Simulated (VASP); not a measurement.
Wanted: the native input for a VASP 6.6.1 run.

```
Task                   : single point
Functional             : PBE
Potentials or basis    : VASP PAW PBE potentials, release 64 (Rb_sv, Cd, Pt, C, N)
Cutoff                 : 520 eV
k mesh                 : 4 × 4 × 4
Occupations            : gaussian, width 0.1 eV
Spin                   : no spin polarisation
Dipole correction      : no
Further INCAR settings : LREAL = Auto; ALGO = Normal; EDIFF = 1e-07; NBANDS = 61
```

The structure of Rb2CdPtC6N6 lies in POSCAR:

```
Rb2CdPtC6N6
1.0
    0.0000000000      5.1785000000      5.1785000000
    5.1785000000      0.0000000000      5.1785000000
    5.1785000000      5.1785000000      0.0000000000
Rb Cd Pt C N
2 1 1 6 6
Direct
    0.2500000000      0.2500000000      0.2500000000
    0.7500000000      0.7500000000      0.7500000000
    0.0000000000      0.0000000000      0.0000000000
    0.5000000000      0.5000000000      0.5000000000
    0.8067973400      0.1932026600      0.1932026600
    0.1932026600      0.8067973400      0.1932026600
    0.1932026600      0.1932026600      0.8067973400
    0.1932026600      0.8067973400      0.8067973400
    0.8067973400      0.1932026600      0.8067973400
    0.8067973400      0.8067973400      0.1932026600
    0.6938302600      0.3061697400      0.3061697400
    0.3061697400      0.6938302600      0.3061697400
    0.3061697400      0.3061697400      0.6938302600
    0.3061697400      0.6938302600      0.6938302600
    0.6938302600      0.3061697400      0.6938302600
    0.6938302600      0.6938302600      0.3061697400
```

The input as run:

INCAR

```
SYSTEM = Rb2CdPtC6N6
  PREC = Accurate
  ENCUT = 520
  EDIFF = 1E-7
  ISMEAR = 0
  SIGMA = 0.1
  LREAL = Auto
  LASPH = .True.
  NELM = 60
  ALGO = Normal
  ISIF = 2
  LWAVE = .False.
  LCHARG = .False.
  GGA = PE
  NBANDS = 61
```

KPOINTS

```
Automatic mesh
0
Gamma
  4 4 4
  0 0 0
```

Potentials or basis: VASP PAW PBE potentials, release 64 (Rb_sv, Cd, Pt, C, N).

Command:

```bash
$ cat potpaw_PBE.64/Rb_sv/POTCAR potpaw_PBE.64/Cd/POTCAR potpaw_PBE.64/Pt/POTCAR potpaw_PBE.64/C/POTCAR potpaw_PBE.64/N/POTCAR > POTCAR
$ mpirun -np 1 vasp_std > vasp.out
```

It gave:

| Item | Value |
| --- | --- |
| Pressure | 23.4 GPa |
| Largest force | 4.193 eV/Å |
| Band gap on the k mesh | zero (bands 47 and 48 overlap by 0.14 eV) |

Caveat: the cell stands under pressure; spin-orbit coupling is left out, which moves the levels of the heavy elements; forces of over 1 eV/Å act on the atoms, so gaps and moduli don't describe the material at rest.

Wall time 7.1 min on 1 thread of Intel(R) Xeon(R) Platinum 8259CL CPU @ 2.50GHz (Skylake/Cascade Lake), with other jobs on the host, peak memory 0.45 GiB.
